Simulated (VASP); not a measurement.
Crystal: CuO.

```
CELL_PARAMETERS angstrom
2.08317 -2.08862 0.00000
2.08317 2.08862 0.00000
0.00000 0.00000 5.14853
ATOMIC_POSITIONS crystal
Cu 0.50000 0.00000 0.00000
Cu 0.00000 0.50000 0.50000
O 0.50000 0.50000 0.25000
O 0.50000 0.50000 0.75000
```

Base run:

* Program: VASP 6.6.1
* Functional: PBE
* Potentials or basis: VASP PAW PBE potentials, release 64 (Cu_sv_GW, O)
* Cutoff: 700 eV
* k mesh: 9 × 9 × 5
* Occupations: fermi-dirac, width 0.05 eV
* Spin: no spin polarisation

Its results: band gap on the k mesh zero (band 25 reaches 5.47 eV, above the bottom of band 26 at 4.54 eV); pressure -2.6 GPa.

**Question.** The run is repeated on the same cell with these changes: potentials or basis from VASP PAW PBE potentials, release 64 (Cu_sv_GW, O) to VASP PAW PBE potentials, release 64 (Cu, O); cutoff from 700 eV to 520 eV; further incar settings from ALGO = Normal; EDIFF = 1e-06; NBANDS = 33 to ALGO = Normal; EDIFF = 1e-06; NBANDS = 25; valence electrons from 50 to 34. What comes out?

**Answer.** Band gap on the k mesh zero (band 17 reaches 5.43 eV, above the bottom of band 18 at 4.50 eV); pressure 0.7 GPa.

Caveats: semilocal functionals often make such compounds metallic where correlation or magnetic order opens a gap, which also shifts bond lengths.
